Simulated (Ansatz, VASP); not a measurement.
**One calculation of Si4WC, two programs**

Contents of INCAR:

```
SYSTEM = Si4WC
PREC = Accurate ; ENCUT = 520
EDIFF = 1E-7 ; ISMEAR = 0
SIGMA = 0.1 ; LREAL = .False.
LASPH = .True. ; NELM = 100
ALGO = Normal ; ISIF = 2
LWAVE = .False. ; LCHARG = .False.
GGA = PE ; NBANDS = 26
```

KPOINTS

```
Automatic mesh
0
Gamma
  6 6 6
  0 0 0
```

POSCAR

```
Si4WC
1.0
    0.0000000000      3.3987511869      3.3987511869
    3.3987511869      0.0000000000      3.3987511869
    3.3987511869      3.3987511869      0.0000000000
Si W C
4 1 1
Direct
    0.3750000000      0.8750000000      0.3750000000
    0.3750000000      0.3750000000      0.8750000000
    0.3750000000      0.3750000000      0.3750000000
    0.8750000000      0.3750000000      0.3750000000
    0.0000000000      0.0000000000      0.0000000000
    0.7500000000      0.7500000000      0.7500000000
```

Input for Ansatz:

```yaml
crystal:
  lattice:
    - [0.0, 3.3987511869, 3.3987511869]
    - [3.3987511869, 0.0, 3.3987511869]
    - [3.3987511869, 3.3987511869, 0.0]
  atoms:
    - { symbol: Si, position: [0.375, 0.875, 0.375] }
    - { symbol: Si, position: [0.375, 0.375, 0.875] }
    - { symbol: Si, position: [0.375, 0.375, 0.375] }
    - { symbol: Si, position: [0.875, 0.375, 0.375] }
    - { symbol: W, position: [0.0, 0.0, 0.0] }
    - { symbol: C, position: [0.75, 0.75, 0.75] }
basis:
  ecutwfc: 420
kpoints:
  mp_grid: { grid: [6, 6, 6] }
hamiltonian:
  xc: pbe
scf:
  occupations: { method: gaussian, width: 0.1 }
  lower_state_search: "off"
output:
  forces: true
  stress: true
  eigenvalues: true
```

Alike in both runs: task single point; functional PBE; k mesh 6 × 6 × 6; occupations gaussian, width 0.1 eV; no spin polarisation.

|  | VASP | Ansatz |
| --- | --- | --- |
| version | VASP 6.6.1 | Ansatz 0.2.0 |
| potentials or method | VASP PAW PBE potentials, release 64 (Si, W_sv, C), cutoff 520 eV | scalar-relativistic, plane waves, PAW |
| valence electrons in the cell | 34 | 34 |

|  | VASP | Ansatz | Ansatz less VASP |
| --- | --- | --- | --- |
| gap on the k mesh at the Fermi level (eV) | none | none | - |
| pressure (GPa) | -0.5 | -0.5 | +0.07 |

A gap of «none» marks a metal or a gap that the smearing closes. The functional is the same, so the differences come from potentials, cutoffs and numerics.

Neither program's run includes spin-orbit coupling.
